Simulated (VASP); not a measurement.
# InP (I-4m2) in VASP: further runs

InP is run at these levels: LDA; tasks: single point.

Everything below comes from runs of VASP 6.6.1. Logs are shortened: lines on timing, memory, paths and dates and some standing lists are left out, and cuts for length are marked.

### 1 The cell of the first run

Symmetry: I-4m2, No. 119, tetragonal system. Conventional cell: a = 4.203 Å, b = 4.203 Å, c = 5.695 Å, α = 90.00°, β = 90.00°, γ = 90.00°. Within 3.3 Å of In (site symmetry -4m2) lie 4 P at 2.54 Å. Within 3.3 Å of P (site symmetry -4m2) lie 4 In at 2.54 Å.

### 2 Single point, LDA (in-plane strain +0.02, then relaxed in part)

File INCAR:

```
SYSTEM = InP
PREC     = Accurate       ! precision mode
ENCUT    = 520            ! plane-wave cutoff, eV
EDIFF    = 1E-6           ! SCF threshold, eV
ISMEAR   = 0              ! smearing method
SIGMA    = 0.01           ! smearing width, eV
LREAL    = .FALSE.        ! projectors in reciprocal space
LASPH    = .TRUE.         ! aspherical terms in the spheres
NELM     = 60             ! most SCF steps
ALGO     = Normal         ! electronic algorithm
ISIF     = 2              ! what is computed and relaxed
LWAVE    = .FALSE.        ! write WAVECAR
LCHARG   = .FALSE.        ! write CHGCAR
NBANDS   = 16             ! bands
```

File KPOINTS:

```
regular mesh
0
G
  8 8 8
  0 0 0
```

File POSCAR:

```
InP
1.0
    2.9719325461      2.9719325461      0.0000000000
   -2.9719325461      2.9719325461      0.0000000000
    0.0000000000      2.9719325461      2.8473484873
In P
1 1
Direct
    0.0000000000      0.0000000000      0.0000000000
    0.7500000000      0.2500000000      0.5000000000
```

Potentials or basis: VASP PAW LDA potentials, release 64 (In_d, P).

The run is started by

```bash
$ cat potpaw_LDA.64/In_d/POTCAR potpaw_LDA.64/P/POTCAR > POTCAR
$ mpirun -np 1 vasp_std > vasp.out
```

OUTCAR:

```text
SYSTEM = InP
   PREC = Accurate
   ENCUT = 520
   EDIFF = 1E-6
   ISMEAR = 0
   LREAL = .FALSE.
   LASPH = .TRUE.
   NELM = 60
   ISIF = 2

 ion  position               nearest neighbor table
   1  0.000  0.000  0.000-   2 2.54   2 2.54   2 2.54   2 2.54
   2  0.750  0.250  0.500-   1 2.54   1 2.54   1 2.54   1 2.54

  LATTYP: Found a body centered tetragonal cell.
 ALAT       =     4.2029473132
 C/A-ratio  =     1.3549294222

  Lattice vectors:

 A1 = (   2.9719325461,   0.0000000000,  -2.8473484873)
 A2 = (  -2.9719325461,   0.0000000000,  -2.8473484873)
 A3 = (   0.0000000000,   2.9719325461,   2.8473484873)

Analysis of symmetry for initial positions (statically):
=====================================================================
 Subroutine PRICEL returns:
 Original cell was already a primitive cell.

 Routine SETGRP: Setting up the symmetry group for a
 body centered tetragonal supercell.

 Subroutine GETGRP returns: Found  8 space group operations
 (whereof  8 operations were pure point group operations)
 out of a pool of 16 trial point group operations.

The static configuration has the point symmetry D_2d.

Analysis of symmetry for dynamics (positions and initial velocities):
=====================================================================
 Subroutine PRICEL returns:
 Original cell was already a primitive cell.

 Routine SETGRP: Setting up the symmetry group for a
 body centered tetragonal supercell.

 Subroutine GETGRP returns: Found  8 space group operations
 (whereof  8 operations were pure point group operations)
 out of a pool of 16 trial point group operations.

The dynamic configuration has the point symmetry D_2d.

 Subroutine INISYM returns: Found  8 space group operations
 (whereof  8 operations are pure point group operations),
 and found     1 'primitive' translations

----------------------------------------------------------------------------------------

                                     Primitive cell

  volume of cell :      50.2977

  direct lattice vectors                    reciprocal lattice vectors
     2.971932546  2.971932546  0.000000000     0.168240696  0.168240696 -0.175601969
    -2.971932546  2.971932546  0.000000000    -0.168240696  0.168240696 -0.175601969
     0.000000000  2.971932546  2.847348487     0.000000000  0.000000000  0.351203937

  length of vectors
     4.202947313  4.202947313  4.115795970     0.295712555  0.295712555  0.351203937

  position of ions in fractional coordinates (direct lattice)
     0.000000000  0.000000000  0.000000000
[... 72 lines left out ...]
   ISPIN  =      1    spin polarized calculation?
   LNONCOLLINEAR =      F non collinear calculations
   LSORBIT =      F    spin-orbit coupling
   LASPH  =      T    aspherical Exc in radial PAW
   ENCUT  =  520.0 eV  38.22 Ry    6.18 a.u.   7.81  7.81  7.65*2*pi/ulx,y,z
   NELM   =     60;   NELMIN=  2; NELMDL= -5     # of ELM steps
   EDIFF  = 0.1E-05   stopping-criterion for ELM
   LREAL  =      F    real-space projection
[... 7 lines left out ...]
   TEBEG  =    0.0;   TEEND  =   0.0 temperature during run
   PSTRESS=    0.0 pullay stress
   NELECT =      18.0000    total number of electrons
   NUPDOWN=      -1.0000    fix difference up-down
   EMIN   =  10.00;   EMAX   =-10.00  energy-range for DOS
   EFERMI =   0.00;   METHOD = LEGACY
   ISMEAR =     0;   SIGMA  =   0.01  broadening in eV -4-tet -1-fermi 0-gaus
   EFERMI_NEDOS =   21; number of points for ismear=-14 and -15
   IALGO  =     38    algorithm
   IMIX   =      4    mixing-type and parameters
     AMIX     =   0.40;   BMIX     =  1.00
     AMIX_MAG =   1.60;   BMIX_MAG =  1.00
  volume/ion in A,a.u.               =      25.15       169.71
  Fermi-wavevector in a.u.,A,eV,Ry     =   1.162294  2.196418 18.380496  1.350928
  Thomas-Fermi vector in A             =   2.298857
   LORBIT       =      0    0 simple, 1 ext, 2 COOP (PROOUT), +10 PAW based schemes
   GGA     = CA    functional components
   LHFCALC =     F    Hartree Fock is set to
   AEXX    =    0.0000 exact exchange contribution
   IVDW    =     0    specifies the selected vdW correction
   LEPSILON=     F    determine dielectric tensor
   LRPA    =     F    only Hartree local field effects (RPA)
 non-spin polarized calculation
 Gauss-broadening in eV      SIGMA  =   0.01
  energy-cutoff  :      520.00
  volume of cell :       50.30
 maximum number of plane-waves:      1371
   NGX = 15   NGY = 15   NGZ = 15

 number of electron      18.0000005 magnetization

 Free energy of the ion-electron system (eV)
  ---------------------------------------------------
  ext. energy  EPLUGINS =         0.00000000
  ---------------------------------------------------
  free energy    TOTEN  =        -9.66133847 eV

  energy without entropy =       -9.66133847  energy(sigma->0) =       -9.66133847

 E-fermi :   5.2410     XC(G=0):  -9.6153

 val. band max:        5.1427553649   @ k =   0.0000   0.0000   0.0000
 cond. band min:       5.5226162900   @ k =   0.0000   0.0000   0.0000
 fundamental gap:      0.3798609251
 Fermi energy:         5.2410351940

 k-point     1 :       0.0000    0.0000    0.0000
  band No.  band energies     occupation
      1      -9.1777      2.00000
      2      -9.1777      2.00000
      3      -9.1611      2.00000
      4      -9.0198      2.00000
      5      -9.0166      2.00000
      6      -6.5288      2.00000
[... 433 lines left out ...]
      3      -9.1302      2.00000
      4      -9.0158      2.00000
      5      -9.0142      2.00000
      6      -5.5029      2.00000
[... 8 lines left out ...]
     15      14.4219      0.00000
     16      15.5031      0.00000

 [... further k-points ...]

------------------------ aborting loop because EDIFF is reached ----------------------------------------

  FORCE on cell =-STRESS in cart. coord.  units (eV):
  Direction    XX          YY          ZZ          XY          YZ          ZX
  --------------------------------------------------------------------------------------
  -------------------------------------------------------------------------------------
  Total       -0.5578286     -0.5578286     -0.0074725      0.0000000      0.0000000     -0.0000000
  in kB      -17.7689938    -17.7689938     -0.2380286      0.0000000      0.0000000     -0.0000000
  external PRESSURE =     -11.9253387 kB  Pullay stress =       0.0000000 kB

 VOLUME and BASIS-vectors are now :
 -----------------------------------------------------------------------------
  energy-cutoff  :      520.00
  volume of cell :       50.30
      direct lattice vectors                 reciprocal lattice vectors
     2.971932546  2.971932546  0.000000000     0.168240696  0.168240696 -0.175601969
    -2.971932546  2.971932546  0.000000000    -0.168240696  0.168240696 -0.175601969
     0.000000000  2.971932546  2.847348487     0.000000000  0.000000000  0.351203937

 POSITION                                       TOTAL-FORCE (eV/Angst)
 -----------------------------------------------------------------------------------
      0.00000      0.00000      0.00000         0.000000      0.000000      0.000000
      1.48597      4.45790      1.42367        -0.000000     -0.000000      0.000000
 -----------------------------------------------------------------------------------
    total drift:                                0.000000     -0.000000      0.000000

  FREE ENERGIE OF THE ION-ELECTRON SYSTEM (eV)
  ---------------------------------------------------
  free  energy   TOTEN  =        -9.6613384678 eV

  energy  without entropy=       -9.6613384678  energy(sigma->0) =       -9.66133847
```

Run time: 66 s. Hardware: 1 thread of Intel Xeon 8259CL, shared host; peak memory 0.18 GiB.

What came out:

* Free energy: -9.6613 eV
* Pressure: -1.2 GPa
* Band gap on the k mesh: 0.38 eV

Stress tensor (GPa, compression positive):
```
-1.78  0.00  0.00
 0.00 -1.78  0.00
 0.00  0.00 -0.02
```

Levels at points of the mesh, in eV from the valence-band top:
| k point | band 6 | band 7 | band 8 | band 9 | band 10 | band 11 | band 12 | band 13 |
| --- | --- | --- | --- | --- | --- | --- | --- | --- |
| (0.00, 0.00, 0.00) | -11.67 | -0.19 | -0.19 | 0.00 | 0.38 | 3.80 | 3.87 | 3.87 |
| (0.50, 0.00, 0.00) | -9.92 | -5.96 | -1.25 | -0.98 | 1.17 | 4.43 | 4.76 | 6.78 |
| (0.50, 0.50, 0.00) | -9.30 | -6.07 | -2.41 | -2.39 | 1.55 | 2.13 | 8.72 | 9.11 |
| (0.00, 0.00, 0.50) | -9.15 | -5.81 | -2.64 | -2.64 | 1.32 | 1.74 | 9.13 | 9.28 |

Caveat: the cell differs from its parent crystal (in-plane strain +0.02, then relaxed in part); semilocal functionals underestimate gaps, and a narrow one can read as zero; spin-orbit coupling is left out, which moves the levels of the heavy elements.

(Part 1 of 2 ends here.)
